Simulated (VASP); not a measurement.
# Al in VASP: notebook, part 2 of 2

VASP 6.6.1.

**3. Single point, PBE**

INCAR

```
ALGO     = Normal         # electronic algorithm
DIPOL    = 0.5 0.5 0.322
EDIFF    = 1E-6           # SCF threshold, eV
ENCUT    = 520            # plane-wave cutoff, eV
GGA      = PE             # functional
IDIPOL   = 3            
ISIF     = 2              # what is computed and relaxed
ISMEAR   = 0              # smearing method
LASPH    = True           # aspherical terms in the spheres
LCHARG   = False          # write CHGCAR
LDIPOL   = True         
LREAL    = Auto         
LWAVE    = False          # write WAVECAR
NBANDS   = 40             # bands
NELM     = 80             # most SCF steps
PREC     = Accurate       # precision mode
SIGMA    = 0.1            # smearing width, eV
```

KPOINTS

```
k-points
0
Gamma
  5 4 1
```

POSCAR

```
Al
1.0
    5.7135165838      0.0000000000      0.0000000000
    0.0000000000      8.0801326416      0.0000000000
    0.0000000000      0.0000000000     19.7432786844
Al
17
Direct
    0.2500000000      0.2500000000      0.2026005946
    0.2500000000      0.7500000000      0.2026005946
    0.7500000000      0.2500000000      0.2026005946
    0.7500000000      0.7500000000      0.2026005946
    0.0000000000      0.0000000000      0.2749482107
    0.0000000000      0.5000000000      0.2749482107
    0.5000000000      0.0000000000      0.2749482107
    0.5000000000      0.5000000000      0.2749482107
    0.2500000000      0.2500000000      0.3495466410
    0.2500000000      0.7500000000      0.3495466410
    0.7500000000      0.2500000000      0.3495466410
    0.7500000000      0.7500000000      0.3495466410
    0.0000000000      0.0000000000      0.4175232906
    0.0000000000      0.5000000000      0.4175232906
    0.5000000000      0.0000000000      0.4175232906
    0.5000000000      0.5000000000      0.4175232906
    0.2500000000      0.2500000000      0.4875248759
```

Potentials or basis: VASP PAW PBE potentials, release 64 (Al).

Command:

```bash
$ cat potpaw_PBE.64/Al/POTCAR > POTCAR
$ mpirun -np 1 vasp_std > vasp.out
```

OUTCAR:

```text
EDIFF = 1E-6
   ENCUT = 520
   GGA = PE
   ISIF = 2
   ISMEAR = 0
   LASPH = True
   LREAL = Auto
   NELM = 80
   PREC = Accurate

 ion  position               nearest neighbor table
   1  0.250  0.250  0.203-   3 2.86   3 2.86   6 2.86   7 2.86   8 2.86   5 2.86   9 2.90
   2  0.250  0.750  0.203-   4 2.86   4 2.86   6 2.86   7 2.86   8 2.86   5 2.86  10 2.90
   3  0.750  0.250  0.203-   1 2.86   1 2.86   6 2.86   7 2.86   8 2.86   5 2.86  11 2.90
   4  0.750  0.750  0.203-   2 2.86   2 2.86   6 2.86   7 2.86   8 2.86   5 2.86  12 2.90
   5  0.000  0.000  0.275-  13 2.81   7 2.86   7 2.86   4 2.86   1 2.86   2 2.86   3 2.86  11 2.88
                            12 2.88   9 2.88  10 2.88
   6  0.000  0.500  0.275-  14 2.81   8 2.86   8 2.86   4 2.86   1 2.86   2 2.86   3 2.86  11 2.88
                            12 2.88   9 2.88  10 2.88
   7  0.500  0.000  0.275-  15 2.81   5 2.86   5 2.86   4 2.86   1 2.86   2 2.86   3 2.86  11 2.88
                            12 2.88   9 2.88  10 2.88
   8  0.500  0.500  0.275-  16 2.81   6 2.86   6 2.86   4 2.86   1 2.86   2 2.86   3 2.86  11 2.88
                            12 2.88   9 2.88  10 2.88
   9  0.250  0.250  0.350-  17 2.72  14 2.81  15 2.81  16 2.81  13 2.81  11 2.86  11 2.86   8 2.88
                             5 2.88   6 2.88   7 2.88   1 2.90
  10  0.250  0.750  0.350-  13 2.81  14 2.81  15 2.81  16 2.81  12 2.86  12 2.86   7 2.88   8 2.88
                             5 2.88   6 2.88   2 2.90
  11  0.750  0.250  0.350-  13 2.81  14 2.81  15 2.81  16 2.81   9 2.86   9 2.86   7 2.88   8 2.88
                             5 2.88   6 2.88   3 2.90
  12  0.750  0.750  0.350-  13 2.81  14 2.81  15 2.81  16 2.81  10 2.86  10 2.86   7 2.88   8 2.88
                             5 2.88   6 2.88   4 2.90
  13  0.000  0.000  0.418-   9 2.81  10 2.81  11 2.81  12 2.81   5 2.81  17 2.83  15 2.86  15 2.86

  14  0.000  0.500  0.418-   9 2.81  10 2.81  11 2.81  12 2.81   6 2.81  17 2.83  16 2.86  16 2.86

  15  0.500  0.000  0.418-   9 2.81  10 2.81  11 2.81  12 2.81   7 2.81  17 2.83  13 2.86  13 2.86

  16  0.500  0.500  0.418-   9 2.81  10 2.81  11 2.81  12 2.81   8 2.81  17 2.83  14 2.86  14 2.86

  17  0.250  0.250  0.488-   9 2.72  13 2.83  14 2.83  15 2.83  16 2.83

  LATTYP: Found a simple orthorhombic cell.
 ALAT       =     5.7135165838
 B/A-ratio  =     1.4142135624
 C/A-ratio  =     3.4555388778

  Lattice vectors:

[... 187 lines left out ...]

 dipolmoment           0.000000      0.000000      0.035793 electrons x Angstroem

 Free energy of the ion-electron system (eV)
  ---------------------------------------------------
  ext. energy  EPLUGINS =         0.00000000
  ---------------------------------------------------
  free energy    TOTEN  =       -57.97374032 eV

  energy without entropy =      -57.92234068  energy(sigma->0) =      -57.94804050

 E-fermi :  -0.3825     XC(G=0):  -4.2201

 val. band max:       -0.3924472788   @ k =   0.2000   0.0000   0.0000
 cond. band min:      -0.3731237742   @ k =   0.0000   0.2500   0.0000
 fundamental gap:      0.0193235046
 Fermi energy:        -0.3824676513

 k-point     1 :       0.0000    0.0000    0.0000
  band No.  band energies     occupation
      1     -10.6213      2.00000
      2      -8.5234      2.00000
      3      -8.4182      2.00000
      4      -8.2477      2.00000
      5      -6.4665      2.00000
      6      -6.1862      2.00000
[... 349 lines left out ...]
     36       2.1811      0.00000
     37       2.5411      0.00000
 [bands above 37 left out]

------------------------ aborting loop because EDIFF is reached ----------------------------------------

 vacuum level on the upper side and lower side of the slab       (xc-potential included)        -0.012        -0.126

  FORCE on cell =-STRESS in cart. coord.  units (eV):
  Direction    XX          YY          ZZ          XY          YZ          ZX
  --------------------------------------------------------------------------------------
  -------------------------------------------------------------------------------------
  Total       -9.8425132     -3.5154491     -0.6921819      0.0000000      0.0000000      0.0000000
  in kB      -17.3011643     -6.1794546     -1.2167170      0.0000000      0.0000000      0.0000000
  external PRESSURE =      -8.2324453 kB  Pullay stress =       0.0000000 kB

 VOLUME and BASIS-vectors are now :
 -----------------------------------------------------------------------------
  energy-cutoff  :      520.00
  volume of cell :      911.47
      direct lattice vectors                 reciprocal lattice vectors
     5.713516584  0.000000000  0.000000000     0.175023558  0.000000000  0.000000000
     0.000000000  8.080132642  0.000000000     0.000000000  0.123760345  0.000000000
     0.000000000  0.000000000 19.743278684     0.000000000  0.000000000  0.050650149

 POSITION                                       TOTAL-FORCE (eV/Angst)
 -----------------------------------------------------------------------------------
      1.42838      2.02003      4.00000        -0.000000      0.000000      0.247971
      1.42838      6.06010      4.00000        -0.000000      0.000000      0.272876
      4.28514      2.02003      4.00000        -0.000000      0.000000      0.156030
      4.28514      6.06010      4.00000        -0.000000      0.000000      0.204221
      0.00000      0.00000      5.42838        -0.070445      0.014185     -0.192507
      0.00000      4.04007      5.42838        -0.070445     -0.014185     -0.192507
[... 9 lines left out ...]
      2.85676      4.04007      8.24328         0.192047     -0.017507      0.126910
      1.42838      2.02003      9.62534        -0.000000      0.000000      0.001867
 -----------------------------------------------------------------------------------
    total drift:                               -0.000000     -0.000000     -0.005011

  FREE ENERGIE OF THE ION-ELECTRON SYSTEM (eV)
  ---------------------------------------------------
  free  energy   TOTEN  =       -57.9737403173 eV

  energy  without entropy=      -57.9223406833  energy(sigma->0) =      -57.94804050

 vacuum level on the upper side and lower side of the slab         3.795         3.680
```

OSZICAR:

```text
N       E                     dE             d eps       ncg     rms          rms(c)
DAV:   1     0.175834546865E+03    0.17583E+03   -0.14463E+04   720   0.873E+02
DAV:   2    -0.473087617529E+02   -0.22314E+03   -0.21152E+03   976   0.147E+02
DAV:   3    -0.606685366933E+02   -0.13360E+02   -0.12897E+02   888   0.355E+01
[... 16 lines left out ...]
DAV:  20    -0.579737167876E+02   -0.52202E-04   -0.41372E-06   712   0.385E-03    0.786E-04
DAV:  21    -0.579737359726E+02   -0.19185E-04   -0.19441E-06   696   0.245E-03    0.394E-04
DAV:  22    -0.579737387844E+02   -0.28118E-05   -0.18789E-07   672   0.111E-03    0.295E-04
DAV:  23    -0.579737402065E+02   -0.14221E-05   -0.16577E-07   624   0.889E-04    0.206E-04
DAV:  24    -0.579737403173E+02   -0.11085E-06   -0.22540E-08   576   0.541E-04
   1 F= -.57973740E+02 E0= -.57948041E+02  d E =-.513996E-01
```

stdout:

```text
POSCAR found type information on POSCAR Al
 POSCAR found :  1 types and      17 ions
 scaLAPACK will be used
 LDA part: xc-table for (Slater+PW92), standard interpolation
 POSCAR, INCAR and KPOINTS ok, starting setup
 FFT: planning ... GRIDC
 FFT: planning ... GRID_SOFT
 FFT: planning ... GRID
 WAVECAR not read
 entering main loop
```

Run time: 5.9 min. Hardware: 1 thread of AMD EPYC 9R45 (Zen 5), shared host; peak memory 0.75 GiB.

Results:

```
Free energy            : -57.9737 eV
Largest force          : 0.653 eV/Å
Band gap on the k mesh : zero (an odd number of electrons rules out a gap without spin polarisation)
```

Forces on the atoms (eV/Å):
```
Al   0.000  0.000  0.248
Al   0.000  0.000  0.273
Al   0.000  0.000  0.156
Al   0.000  0.000  0.204
Al  -0.070  0.014 -0.193
Al  -0.070 -0.014 -0.193
Al   0.070  0.014 -0.193
Al   0.070 -0.014 -0.193
Al   0.000  0.000 -0.653
Al   0.000  0.000  0.184
Al   0.000  0.000 -0.189
Al   0.000  0.000  0.038
Al  -0.192  0.018  0.127
Al  -0.192 -0.018  0.127
Al   0.192  0.018  0.127
Al   0.192 -0.018  0.127
Al   0.000  0.000  0.002
```

Levels at points of the mesh, in eV from the Fermi level:
| k point | band 24 | band 25 | band 26 | band 27 | band 28 | band 29 |
| --- | --- | --- | --- | --- | --- | --- |
| (0.00, 0.00, 0.00) | -0.70 | -0.67 | -0.35 | -0.06 | 0.07 | 0.84 |
| (0.00, 0.50, 0.00) | -0.83 | -0.46 | -0.43 | 0.10 | 0.15 | 0.26 |
